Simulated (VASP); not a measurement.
Write the native input for VASP 6.6.1 that does the following.

- Task: electric field gradients
- Functional: PBE
- Potentials or basis: VASP PAW PBE potentials, release 64 (Zr_sv, N)
- Cutoff: 520 eV
- k mesh: 9 × 9 × 9
- Occupations: fermi-dirac, width 0.01 eV
- Spin: no spin polarisation
- Dipole correction: no
- Further INCAR settings: ALGO = Normal; EDIFF = 1e-08; NBANDS = 16

The structure of ZrN lies in POSCAR:

```
ZrN
1.0
    0.0000000000      2.2688991354      2.2688991354
    2.2688991354      0.0000000000      2.2688991354
    2.2688991354      2.2688991354      0.0000000000
Zr N
1 1
Direct
    0.0000000000      0.0000000000      0.0000000000
    0.5000000000      0.5000000000      0.5000000000
```

This cell differs from its parent crystal: volume scaled by 0.98.

The input as run:

INCAR

```
  ALGO = Normal
  EDIFF = 1E-8
  ENCUT = 520
  GGA = PE
  GGA_COMPAT = F
  ISIF = 2
  ISMEAR = -1
  LASPH = T
  LCHARG = F
  LEFG = T
  LREAL = F
  LWAVE = F
  NBANDS = 16
  NELM = 120
  PREC = Accurate
  SIGMA = 0.01
```

KPOINTS

```
k-points
0
Gamma
  9 9 9
```

Potentials or basis: VASP PAW PBE potentials, release 64 (Zr_sv, N).

Launch:

```console
$ cat potpaw_PBE.64/Zr_sv/POTCAR potpaw_PBE.64/N/POTCAR > POTCAR
$ mpirun -np 1 vasp_std > vasp.out
```

Results of the run:

- Pressure: 10.4 GPa

Caveat: without QUAD_EFG the Cq values of the log hold for a quadrupole moment of 1 mb, not for the nuclei.

Run time: 7.6 s on 1 thread of Intel(R) Xeon(R) 6975P-C (Granite Rapids), on a shared host, peak memory 0.14 GiB.
